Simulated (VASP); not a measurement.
Here is a VASP 6.6.1 calculation.

INCAR

```
ALGO     = Fast           # electronic algorithm
EDIFF    = 1E-6           # SCF threshold, eV
EDIFFG   = -0.01          # ionic threshold
ENCUT    = 600            # plane-wave cutoff, eV
GGA      = PE             # functional
IBRION   = 2              # ionic algorithm
ISIF     = 4              # what is computed and relaxed
ISMEAR   = 0              # smearing method
LASPH    = True           # aspherical terms in the spheres
LCHARG   = False          # write CHGCAR
LREAL    = False          # projectors in reciprocal space
LWAVE    = False          # write WAVECAR
NELM     = 100            # most SCF steps
NSW      = 50             # ionic steps
PREC     = Accurate       # precision mode
SIGMA    = 0.1            # smearing width, eV
```

The input KPOINTS:

```
k-points
0
Gamma
  22 22 12
```

File POSCAR:

```
Al
1.0
    1.4527062226     -2.5161483362      0.0000000000
    1.4527062226      2.5161483362      0.0000000000
    0.0000000000      0.0000000000      4.8250917398
Al
2
Direct
    0.3333328498      0.6666671502      0.7500000000
    0.6666671502      0.3333328498      0.2500000000
```

Potentials or basis: VASP PAW PBE potentials, release 64 (Al).

Launch:

```console
$ cat potpaw_PBE.64/Al/POTCAR > POTCAR
$ mpirun -np 1 vasp_std > vasp.out
```

Question: Estimate the band gap on the k mesh.

Answer: Zero (band 3 reaches 11.26 eV, above the bottom of band 4 at 4.21 eV).

Final structure:
```
CELL_PARAMETERS angstrom
1.45271 -2.51615 0.00000
1.45271 2.51615 0.00000
0.00000 0.00000 4.82509
ATOMIC_POSITIONS crystal
Al 0.33333 0.66667 0.75000
Al 0.66667 0.33333 0.25000
```

Caveat: the relaxation stopped at its first step, so nothing moved.
